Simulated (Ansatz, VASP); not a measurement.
# Two plane-wave programs on In2C

The input INCAR:

```
SYSTEM = In2C
  PREC = Accurate
  ENCUT = 600
  EDIFF = 1E-6
  ISMEAR = 0
  SIGMA = 0.1
  LREAL = .False.
  LASPH = .True.
  NELM = 80
  ALGO = Normal
  ISIF = 3
  LWAVE = .False.
  LCHARG = .False.
  GGA = PE
  IBRION = 2
  NSW = 90
  EDIFFG = -0.04
```

Contents of KPOINTS:

```
Automatic mesh
0
Gamma
  6 6 4
  0 0 0
```

Contents of POSCAR:

```
In2C
1.0
    3.5886916777      0.0000000000      0.0000000000
   -1.7943458389      3.1078981593      0.0000000000
    0.0000000000      0.0000000000      4.8847098947
In C
2 1
Direct
    0.3333333333      0.6666666667      0.7501199529
    0.6666666667      0.3333333333      0.2498800471
    0.0000000000      0.0000000000      0.0000000000
```

Input for Ansatz:

```yaml
crystal:
  lattice:
    - [3.5886916777, 0.0, 0.0]
    - [-1.7943458389, 3.1078981593, 0.0]
    - [0.0, 0.0, 4.8847098947]
  atoms:
    - { symbol: In, position: [0.3333333333, 0.6666666667, 0.7501199529] }
    - { symbol: In, position: [0.6666666667, 0.3333333333, 0.2498800471] }
    - { symbol: C, position: [0.0, 0.0, 0.0] }
basis:
  ecutwfc: 420
kpoints:
  mp_grid: { grid: [6, 6, 4] }
hamiltonian:
  xc: pbe
scf:
  occupations: { method: gaussian, width: 0.1 }
  lower_state_search: "off"
output:
  forces: true
  stress: true
  eigenvalues: true
relax:
  adjacent_minimum: "off"
  f_tol: 0.04
  max_steps: 70
  cell: { stress_tol: 0.4 }
```

Change from the starting cell: species swapped into the ZnCo2 type (P-3m1, No. 164).

Alike in both runs: task relaxation of cell and atoms; functional PBE; k mesh 6 × 6 × 4; occupations gaussian, width 0.1 eV; no spin polarisation.

|  | VASP | Ansatz |
| --- | --- | --- |
| version | VASP 6.6.1 | Ansatz 0.2.0 |
| potentials or method | VASP PAW PBE potentials, release 64 (In_d, C), cutoff 600 eV | scalar-relativistic, plane waves, PAW |
| valence electrons in the cell | 30 | 30 |

```csv
,VASP,Ansatz,Ansatz less VASP
"gap on the k mesh at the Fermi level, each at its own relaxed structure (eV)",none,none,-
relaxed volume (Å³/atom),18.37,18.42,+0.045
relaxed length of the cell vector where the two differ most in proportion (Å),3.563,3.567,+0.0041
```

A gap of «none» marks a metal or a gap that the smearing closes.
